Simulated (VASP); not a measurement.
**HfPt2: relaxation of cell and atoms with PBE**

Crystal: HfPt2.

```
Hf Pt
1.0
    -2.12829    3.34092    3.61727
     2.12829   -3.34092    3.61727
     2.12829    3.34092   -3.61727
Hf Pt
2 4
Cartesian
  2.1283 1.6705 0.3400
  0.0000 1.6705 3.2772
  2.1283 2.9400 -2.4380
  0.0000 3.7418 1.1792
  2.1283 -0.4009 2.4380
  0.0000 0.4009 6.0553
```

```
Program                : VASP 6.6.1
Task                   : relaxation of cell and atoms
Functional             : PBE
Potentials or basis    : VASP PAW PBE potentials, release 64 (Hf_pv, Pt)
Cutoff                 : 600 eV
k mesh                 : 6 × 6 × 6
Occupations            : gaussian, width 0.1 eV
Spin                   : no spin polarisation
Dipole correction      : no
Further INCAR settings : ALGO = Fast; EDIFF = 1e-06; IBRION = 2; EDIFFG = -0.04; NSW = 90; ISIF = 3
```

The relaxed volume is 18.05 Å³/atom and the relaxed cell is a = 5.710 Å, b = 5.710 Å, c = 5.710 Å, α = 137.32°, β = 118.03°, γ = 78.17°. The space group after relaxing (to 0.1 Å) is Imma (No. 74) and the energy gained by relaxing is 346.9 meV/atom. The ionic steps are 28, the pressure after relaxing is -0.1 GPa and the largest force after relaxing is 0.039 eV/Å. The band gap on the k mesh is zero (bands 30 and 31 overlap by 1.36 eV).

Forces in eV/Å, atoms in the order of the input:
```
Hf   0.000  0.000 -0.034
Hf   0.000  0.000  0.034
Pt   0.000 -0.036 -0.015
Pt   0.000  0.036 -0.015
Pt   0.000 -0.036  0.015
Pt   0.000  0.036  0.015
```

Step by step:
| step | energy change (eV) | largest force (eV/Å) | pressure (GPa) | volume (Å³) |
| --- | --- | --- | --- | --- |
| 1 | 0.0000 | 2.3606 | 18.42 | 102.88 |
| 2 | 1.3140 | 0.6111 | -24.10 | 135.04 |
| 3 | -0.7221 | 1.0048 | -4.63 | 113.29 |
| 4 | -0.7268 | 1.0559 | -3.45 | 112.55 |
| 5 | -1.1185 | 0.7266 | -1.42 | 110.29 |
| 6 | -1.5379 | 0.6194 | 8.85 | 104.19 |
| 7 | -1.6748 | 0.6926 | 5.86 | 105.36 |
| 8 | -1.8848 | 0.9363 | -0.65 | 108.62 |
| 9 | -1.8868 | 0.8844 | -0.02 | 108.20 |
| 10 | -1.8874 | 0.9013 | -0.23 | 108.34 |
| 11 | -1.9359 | 0.7258 | -0.70 | 108.27 |
| 12 | -2.0013 | 0.1801 | -1.57 | 108.04 |
| 13 | -2.0155 | 0.1363 | 0.32 | 107.03 |
| 14 | -2.0174 | 0.1145 | 1.16 | 106.57 |
| 15 | -2.0301 | 0.1087 | 0.93 | 106.78 |
| 16 | -2.0543 | 0.2356 | 0.30 | 107.39 |
| 17 | -2.0506 | 0.5362 | -0.46 | 108.50 |
| 18 | -2.0600 | 0.3875 | -0.12 | 107.95 |
| 19 | -2.0724 | 0.1727 | -0.05 | 108.14 |
| 20 | -2.0745 | 0.0705 | 0.03 | 108.24 |
| 21 | -2.0777 | 0.0655 | -0.04 | 108.30 |
| 22 | -2.0791 | 0.0584 | -0.09 | 108.37 |
| 23 | -2.0797 | 0.0669 | 0.16 | 108.24 |
| 24 | -2.0798 | 0.0709 | 0.21 | 108.22 |
| 25 | -2.0802 | 0.0595 | -0.10 | 108.40 |
| 26 | -2.0802 | 0.0568 | -0.24 | 108.45 |
| 27 | -2.0806 | 0.0498 | -0.20 | 108.41 |
| 28 | -2.0814 | 0.0388 | -0.11 | 108.28 |

Final structure:
```
Hf Pt
1.0
    -2.07787    2.93955    4.43179
     2.07787   -2.93955    4.43179
     2.07787    2.93955   -4.43179
Hf Pt
2 4
Direct
  0.31432 0.56432 0.75000
  0.68568 0.43568 0.25000
  0.12944 0.15058 0.97887
  0.67171 0.15058 0.52113
  0.32829 0.84942 0.47887
  0.87056 0.84942 0.02113
```

Levels at points of the mesh, in eV from the Fermi level:
```
           k point  band 27  band 28  band 29  band 30  band 31  band 32
(0.00, 0.00, 0.00)    -0.38    -0.33     0.20     0.33     0.60     0.70
(0.50, 0.00, 0.00)    -1.82    -1.67    -0.42     0.37     0.84     1.59
(0.00, 0.50, 0.00)    -1.36    -1.03    -0.85     0.21     0.50     0.68
(0.50, 0.50, 0.00)    -1.77    -1.77    -1.23    -1.23    -0.41    -0.41
(0.50, 0.50, 0.50)    -1.18    -0.57     0.02     0.60     1.10     1.15
```

Run time: 51 min on 1 thread of Intel(R) Xeon(R) 6975P-C (Granite Rapids), with other jobs on the host, peak memory 0.47 GiB.

Caveat: spin-orbit coupling is left out, which moves the levels of the heavy elements.
